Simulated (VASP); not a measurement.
Here is a VASP 6.6.1 calculation.

File INCAR:

```
SYSTEM = InGa2P3
ALGO     = Normal         ! electronic algorithm
EDIFF    = 1E-6           ! SCF threshold, eV
ENCUT    = 520            ! plane-wave cutoff, eV
GGA      = PE             ! functional
ISIF     = 2              ! what is computed and relaxed
ISMEAR   = 0              ! smearing method
LASPH    = .TRUE.         ! aspherical terms in the spheres
LCHARG   = .FALSE.        ! write CHGCAR
LREAL    = .FALSE.        ! projectors in reciprocal space
LWAVE    = .FALSE.        ! write WAVECAR
NBANDS   = 66             ! bands
NELM     = 60             ! most SCF steps
PREC     = Accurate       ! precision mode
SIGMA    = 0.1            ! smearing width, eV
```

KPOINTS

```
k-points
0
G
  6 6 1
  0 0 0
```

File POSCAR:

```
InGa2P3
1.0
    4.0010144568     -0.0010246501      0.0009742868
   -2.0014288028      3.4629351206     -0.0020955048
    0.0053046432     -0.0087715352     19.6460649799
In Ga P
2 4 6
Direct
    0.3333407176      0.6665362320      0.3326121140
    0.3332082585      0.6668203685      0.8326295599
    0.0008800808      0.0005275625      0.0032800361
   -0.0012224186     -0.0008145850      0.5032811551
    0.6674889621      0.3337431937      0.1631310451
    0.6662146858      0.3332003119      0.6631547256
   -0.0000400119     -0.0001822660      0.3824907559
   -0.0000147527      0.0001801589      0.8824998060
    0.3341194067      0.6670252586      0.2017643110
    0.3329481855      0.6665814032      0.7017881138
    0.6675741278      0.3338382996      0.0416769274
    0.6655027585      0.3325440619      0.5416914501
```

Potentials or basis: VASP PAW PBE potentials, release 64 (In_d, Ga_d, P).

Command:

```bash
$ cat potpaw_PBE.64/In_d/POTCAR potpaw_PBE.64/Ga_d/POTCAR potpaw_PBE.64/P/POTCAR > POTCAR
$ mpirun -np 1 vasp_std > vasp.out
```

Problem. Predict the pressure.

Solution. 0.0 GPa.

Problem. What does it give for the largest force?

Solution. 0.006 eV/Å.

Problem. Predict the band gap on the k mesh.

Solution. 0.78 eV.

Forces in eV/Å, atoms in the order of the input:
```
In   0.000  0.000 -0.003
In   0.001  0.001 -0.004
Ga  -0.001 -0.001 -0.003
Ga   0.002  0.001 -0.002
Ga   0.000  0.000 -0.002
Ga   0.000  0.000 -0.003
P    0.000 -0.001  0.005
P    0.000 -0.001  0.004
P   -0.002  0.000  0.000
P    0.000  0.000 -0.001
P   -0.001 -0.001  0.005
P    0.002  0.002  0.005
```

Caveat: spin-orbit coupling is left out, which moves the levels of the heavy elements. A k mesh can miss the band edges.
